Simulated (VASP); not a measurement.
Wanted: the native input for a VASP 6.6.1 run.

* Task: single point
* Functional: PBE
* Dispersion: D3(BJ)
* Potentials or basis: VASP PAW PBE potentials, release 64 (W_sv, Si)
* Cutoff: 520 eV
* k mesh: 6 × 6 × 1
* Occupations: gaussian, width 0.1 eV
* Spin: no spin polarisation
* Dipole correction: yes
* Further INCAR settings: ALGO = Normal; EDIFF = 1e-06; NBANDS = 53

The structure of SiW6 lies in POSCAR:

```
SiW6
1.0
    4.4682526324      0.0000000000      0.0000000000
   -2.2341263162      3.8696202902      0.0000000000
    0.0000000000      0.0000000000     21.7259061349
W Si
6 1
Direct
    0.6666666667      0.3333333333      0.1841119986
    0.3333333333      0.6666666667      0.2260931360
    0.0000000000      0.0000000000      0.2680742733
    0.6666666667      0.3333333333      0.3070897866
    0.3333333333      0.6666666667      0.3466976876
    0.0000000000      0.0000000000      0.3832248047
    0.6666666667      0.3333333333      0.5121032037
```

The input as run:

INCAR

```
  ALGO = Normal
  DIPOL = 0.5 0.5 0.318
  EDIFF = 1E-6
  ENCUT = 520
  GGA = PE
  IDIPOL = 3
  ISIF = 2
  ISMEAR = 0
  IVDW = 12
  LASPH = True
  LCHARG = True
  LDIPOL = True
  LELF = True
  LREAL = False
  LVACPOTAV = True
  LVHAR = True
  LWAVE = False
  NBANDS = 53
  NELM = 100
  PREC = Accurate
  SIGMA = 0.1
```

KPOINTS

```
k-points
0
Gamma
  6 6 1
```

Potentials or basis: VASP PAW PBE potentials, release 64 (W_sv, Si).

Command:

```sh
$ cat potpaw_PBE.64/W_sv/POTCAR potpaw_PBE.64/Si/POTCAR > POTCAR
$ mpirun -np 1 vasp_std > vasp.out
```

It gave:

| Quantity | Value |
| --- | --- |
| Largest force | 1.951 eV/Å |
| Band gap on the k mesh | 0.07 eV (least direct gap 0.16 eV) |
| Dispersion energy per atom | -0.407 eV |

Caveat: spin-orbit coupling is left out, which moves the levels of the heavy elements.

Wall time 16 min on 1 thread of Intel Xeon 8259CL (shared host), peak memory 0.49 GiB.
